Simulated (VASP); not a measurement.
# LiCl (Fm-3m) in VASP: a series of runs

The runs below take LiCl through single point, with PBE, LDA, r2SCAN.

Program: VASP 6.6.1. These are calculated values, not measurements. Logs are shortened: lines on timing, memory, paths and dates and some standing lists are left out, and cuts for length are marked.

### 1 The cell of the first run

Symmetry: Fm-3m, No. 225, cubic system. Conventional cell: a = 5.112 Å, b = 5.112 Å, c = 5.112 Å, α = 90.00°, β = 90.00°, γ = 90.00°. Li (site symmetry m-3m) has 6 Cl at 2.56 Å within 3.4 Å. Within 3.4 Å of Cl (site symmetry m-3m) lie 6 Li at 2.56 Å.

### 2 Single point, PBE

INCAR reads:

```
SYSTEM = LiCl
ALGO     = Normal         ! electronic algorithm
EDIFF    = 1E-6           ! SCF threshold, eV
ENCUT    = 520            ! plane-wave cutoff, eV
GGA      = PE             ! functional
ISIF     = 2              ! what is computed and relaxed
ISMEAR   = 0              ! smearing method
LASPH    = .True.         ! aspherical terms in the spheres
LCHARG   = .False.        ! write CHGCAR
LREAL    = .False.        ! projectors in reciprocal space
LWAVE    = .False.        ! write WAVECAR
NBANDS   = 12             ! bands
NELM     = 100            ! most SCF steps
PREC     = Accurate       ! precision mode
SIGMA    = 0.01           ! smearing width, eV
```

KPOINTS reads:

```
k-points
0
Gamma
  6 6 6
  0 0 0
```

POSCAR reads:

```
LiCl
1.0
    0.0000000000      2.5560252063      2.5560252063
    2.5560252063      0.0000000000      2.5560252063
    2.5560252063      2.5560252063      0.0000000000
Li Cl
1 1
Direct
    0.0000000000      0.0000000000      0.0000000000
    0.5000000000      0.5000000000      0.5000000000
```

Potentials or basis: VASP PAW PBE potentials, release 64 (Li_sv, Cl).

On the command line:

```sh
cat potpaw_PBE.64/Li_sv/POTCAR potpaw_PBE.64/Cl/POTCAR > POTCAR
mpirun -np 1 vasp_std > vasp.out
```

OUTCAR:

```text
SYSTEM = LiCl
   EDIFF = 1E-6
   ENCUT = 520
   GGA = PE
   ISIF = 2
   ISMEAR = 0
   LASPH = .True.
   LREAL = .False.
   NELM = 100
   PREC = Accurate

 ion  position               nearest neighbor table
   1  0.000  0.000  0.000-   2 2.56   2 2.56   2 2.56   2 2.56   2 2.56   2 2.56
   2  0.500  0.500  0.500-   1 2.56   1 2.56   1 2.56   1 2.56   1 2.56   1 2.56

  LATTYP: Found a face centered cubic cell.
 ALAT       =     5.1120504126

  Lattice vectors:

 A1 = (   0.0000000000,   2.5560252063,   2.5560252063)
 A2 = (   2.5560252063,   0.0000000000,   2.5560252063)
 A3 = (   2.5560252063,   2.5560252063,   0.0000000000)

Analysis of symmetry for initial positions (statically):
=====================================================================
 Subroutine PRICEL returns:
 Original cell was already a primitive cell.

 Routine SETGRP: Setting up the symmetry group for a
 face centered cubic supercell.

 Subroutine GETGRP returns: Found 48 space group operations
 (whereof 48 operations were pure point group operations)
 out of a pool of 48 trial point group operations.

The static configuration has the point symmetry O_h .

Analysis of symmetry for dynamics (positions and initial velocities):
=====================================================================
 Subroutine PRICEL returns:
 Original cell was already a primitive cell.

 Routine SETGRP: Setting up the symmetry group for a
 face centered cubic supercell.

 Subroutine GETGRP returns: Found 48 space group operations
 (whereof 48 operations were pure point group operations)
 out of a pool of 48 trial point group operations.

The dynamic configuration has the point symmetry O_h .

 Subroutine INISYM returns: Found 48 space group operations
 (whereof 48 operations are pure point group operations),
 and found     1 'primitive' translations

----------------------------------------------------------------------------------------

                                     Primitive cell

  volume of cell :      33.3984

  direct lattice vectors                    reciprocal lattice vectors
     0.000000000  2.556025206  2.556025206    -0.195616224  0.195616224  0.195616224
     2.556025206  0.000000000  2.556025206     0.195616224 -0.195616224  0.195616224
     2.556025206  2.556025206  0.000000000     0.195616224  0.195616224 -0.195616224

  length of vectors
     3.614765513  3.614765513  3.614765513     0.338817239  0.338817239  0.338817239

  position of ions in fractional coordinates (direct lattice)
     0.000000000  0.000000000  0.000000000
     0.500000000  0.500000000  0.500000000

  ion indices of the primitive-cell ions
   primitive index   ion index
                 1           1
                 2           2

----------------------------------------------------------------------------------------

 KPOINTS: k-points

Automatic generation of k-mesh.
 Grid dimensions read from file:
 generate k-points for:    6    6    6

 Generating k-lattice:

  Cartesian coordinates                     Fractional coordinates (reciprocal lattice)
    -0.032602704  0.032602704  0.032602704     0.166666667  0.000000000  0.000000000
     0.032602704 -0.032602704  0.032602704     0.000000000  0.166666667  0.000000000
     0.032602704  0.032602704 -0.032602704     0.000000000  0.000000000  0.166666667

  Length of vectors
     0.056469540  0.056469540  0.056469540

  Shift w.r.t. Gamma in fractional coordinates (k-lattice)
     0.000000000  0.000000000  0.000000000

 Subroutine IBZKPT returns following result:
 ===========================================

 Found     16 irreducible k-points:

 Following reciprocal coordinates:
            Coordinates               Weight
  0.000000  0.000000  0.000000      1.000000
  0.166667  0.000000  0.000000      8.000000
  0.333333  0.000000  0.000000      8.000000
  0.500000  0.000000  0.000000      4.000000
  0.166667  0.166667  0.000000      6.000000
  0.333333  0.166667  0.000000     24.000000
[... 8 lines left out ...]
 -0.333333  0.333333  0.166667     24.000000
 -0.333333  0.500000  0.166667     12.000000
   k-points           NKPTS =     16   k-points in BZ     NKDIM =     16   number of bands    NBANDS=     12
   number of dos      NEDOS =    301   number of ions     NIONS =      2
   total plane-waves  NPLWV =  21952
   dimension x,y,z NGX =    28 NGY =   28 NGZ =   28
   dimension x,y,z NGXF=    56 NGYF=   56 NGZF=   56
   ions per type =               1   1
   NGX,Y,Z   is equivalent  to a cutoff of  12.88, 12.88, 12.88 a.u.
   NGXF,Y,Z  is equivalent  to a cutoff of  25.75, 25.75, 25.75 a.u.
 SYSTEM =  LiCl
   PREC   = accura    normal or accurate (medium, high low for compatibility)
   ISTART =      0    job   : 0-new  1-cont  2-samecut
   ICHARG =      2    charge: 1-file 2-atom 10-const
   ISPIN  =      1    spin polarized calculation?
   LNONCOLLINEAR =      F non collinear calculations
   LSORBIT =      F    spin-orbit coupling
   LASPH  =      T    aspherical Exc in radial PAW
   ENCUT  =  520.0 eV  38.22 Ry    6.18 a.u.   6.72  6.72  6.72*2*pi/ulx,y,z
   NELM   =    100;   NELMIN=  2; NELMDL= -5     # of ELM steps
   EDIFF  = 0.1E-05   stopping-criterion for ELM
   LREAL  =      F    real-space projection
   EDIFFG = 0.1E-04   stopping-criterion for IOM
   NSW    =      0    number of steps for IOM
   IBRION =     -1    ionic relax: 0-MD 1-quasi-New 2-CG
   NFREE  =      0    steps in history (QN), initial steepest desc. (CG)
   ISIF   =      2    stress and relaxation
   ISYM   =      2    0-nonsym 1-usesym 2-fastsym
   POTIM  = 0.5000    time-step for ionic-motion
   TEBEG  =    0.0;   TEEND  =   0.0 temperature during run
   PSTRESS=    0.0 pullay stress
   NELECT =      10.0000    total number of electrons
   NUPDOWN=      -1.0000    fix difference up-down
   EMIN   =  10.00;   EMAX   =-10.00  energy-range for DOS
   EFERMI =   0.00;   METHOD = LEGACY
   ISMEAR =     0;   SIGMA  =   0.01  broadening in eV -4-tet -1-fermi 0-gaus
   EFERMI_NEDOS =   21; number of points for ismear=-14 and -15
   IALGO  =     38    algorithm
   IMIX   =      4    mixing-type and parameters
     AMIX     =   0.40;   BMIX     =  1.00
     AMIX_MAG =   1.60;   BMIX_MAG =  1.00
  volume/ion in A,a.u.               =      16.70       112.69
  Fermi-wavevector in a.u.,A,eV,Ry     =   1.095216  2.069658 16.320156  1.199498
  Thomas-Fermi vector in A             =   2.231535
   LORBIT       =      0    0 simple, 1 ext, 2 COOP (PROOUT), +10 PAW based schemes
   GGA     = PE    functional components
   LHFCALC =     F    Hartree Fock is set to
   AEXX    =    0.0000 exact exchange contribution
   IVDW    =     0    specifies the selected vdW correction
   LEPSILON=     F    determine dielectric tensor
   LRPA    =     F    only Hartree local field effects (RPA)
 non-spin polarized calculation
 Gauss-broadening in eV      SIGMA  =   0.01
  energy-cutoff  :      520.00
  volume of cell :       33.40
 maximum number of plane-waves:       934
   NGX = 13   NGY = 13   NGZ = 13

 number of electron      10.0000003 magnetization

 Free energy of the ion-electron system (eV)
  ---------------------------------------------------
  ext. energy  EPLUGINS =         0.00000000
  ---------------------------------------------------
  free energy    TOTEN  =        -7.38447990 eV

  energy without entropy =       -7.38447990  energy(sigma->0) =       -7.38447990

 E-fermi :   0.7621     XC(G=0):  -8.7751

 val. band max:        0.6569460714   @ k =   0.0000   0.0000   0.0000
 cond. band min:       7.0569390401   @ k =   0.0000   0.0000   0.0000
 fundamental gap:      6.3999929687
 Fermi energy:         0.7620887522

 k-point     1 :       0.0000    0.0000    0.0000
  band No.  band energies     occupation
      1     -42.8480      2.00000
      2     -12.7759      2.00000
      3       0.6569      2.00000
      4       0.6569      2.00000
      5       0.6569      2.00000
      6       7.0569      0.00000
      7      12.6039      0.00000
      8      12.6039      0.00000
      9      12.6039      0.00000
     10      15.2475      0.00000
     11      15.2476      0.00000
     12      15.2557      0.00000

 k-point     2 :       0.1667    0.0000    0.0000
  band No.  band energies     occupation
      1     -42.8473      2.00000
      2     -12.6427      2.00000
      3      -0.2138      2.00000
      4       0.5864      2.00000
      5       0.5864      2.00000
      6       7.7398      0.00000
      7      11.5917      0.00000
      8      12.1784      0.00000
      9      12.1784      0.00000
     10      13.8734      0.00000
     11      13.8734      0.00000
     12      15.8960      0.00000

 k-point     3 :       0.3333    0.0000    0.0000
  band No.  band energies     occupation
      1     -42.8459      2.00000
      2     -12.3525      2.00000
      3      -1.5948      2.00000
      4       0.4566      2.00000
      5       0.4566      2.00000
      6       7.7426      0.00000
      7      10.7079      0.00000
      8      10.7079      0.00000
      9      12.4521      0.00000
     10      15.7742      0.00000
     11      15.7742      0.00000
     12      16.7167      0.00000
[... 166 lines left out ...]
 k-point    15 :      -0.3333    0.3333    0.1667
  band No.  band energies     occupation
      1     -42.8445      2.00000
      2     -12.0136      2.00000
      3      -1.7445      2.00000
      4      -1.1033      2.00000
      5      -0.1404      2.00000
      6       9.5957      0.00000
      7      10.0350      0.00000
      8      11.6396      0.00000
      9      11.8672      0.00000
     10      15.9181      0.00000
     11      16.7604      0.00000
     12      19.1528      0.00000

 k-point    16 :      -0.3333    0.5000    0.1667
  band No.  band energies     occupation
      1     -42.8443      2.00000
      2     -11.9480      2.00000
      3      -1.9122      2.00000
      4      -1.0241      2.00000
      5      -0.4296      2.00000
      6       9.4251      0.00000
      7      10.0719      0.00000
      8      12.0414      0.00000
      9      12.1493      0.00000
     10      15.6649      0.00000
     11      17.9439      0.00000
     12      19.3539      0.00000

------------------------ aborting loop because EDIFF is reached ----------------------------------------

  FORCE on cell =-STRESS in cart. coord.  units (eV):
  Direction    XX          YY          ZZ          XY          YZ          ZX
  --------------------------------------------------------------------------------------
  -------------------------------------------------------------------------------------
  Total        0.1361038      0.1361038      0.1361038      0.0000000      0.0000000      0.0000000
  in kB        6.5291320      6.5291320      6.5291320      0.0000000      0.0000000      0.0000000
  external PRESSURE =       6.5291320 kB  Pullay stress =       0.0000000 kB

 VOLUME and BASIS-vectors are now :
 -----------------------------------------------------------------------------
  energy-cutoff  :      520.00
  volume of cell :       33.40
      direct lattice vectors                 reciprocal lattice vectors
     0.000000000  2.556025206  2.556025206    -0.195616224  0.195616224  0.195616224
     2.556025206  0.000000000  2.556025206     0.195616224 -0.195616224  0.195616224
     2.556025206  2.556025206  0.000000000     0.195616224  0.195616224 -0.195616224

 POSITION                                       TOTAL-FORCE (eV/Angst)
 -----------------------------------------------------------------------------------
      0.00000      0.00000      0.00000        -0.000000     -0.000000     -0.000000
      2.55603      2.55603      2.55603         0.000000      0.000000      0.000000
 -----------------------------------------------------------------------------------
    total drift:                                0.000000      0.000000      0.000000

  FREE ENERGIE OF THE ION-ELECTRON SYSTEM (eV)
  ---------------------------------------------------
  free  energy   TOTEN  =        -7.3844798958 eV

  energy  without entropy=       -7.3844798958  energy(sigma->0) =       -7.38447990
```

Wall time 5 s (1 thread of Intel Xeon Platinum 8375C at 2.90GHz (Ice Lake), shared host); peak memory 0.14 GiB.

Results:

```
Free energy            : -7.3845 eV
Band gap on the k mesh : 6.40 eV, direct
```

Caveat: the cutoff is under 1.25 times the usual one of these potentials, so pressure, stress and relaxed cells hold a basis-set (Pulay) error.

(Part 1 of 2 ends here.)
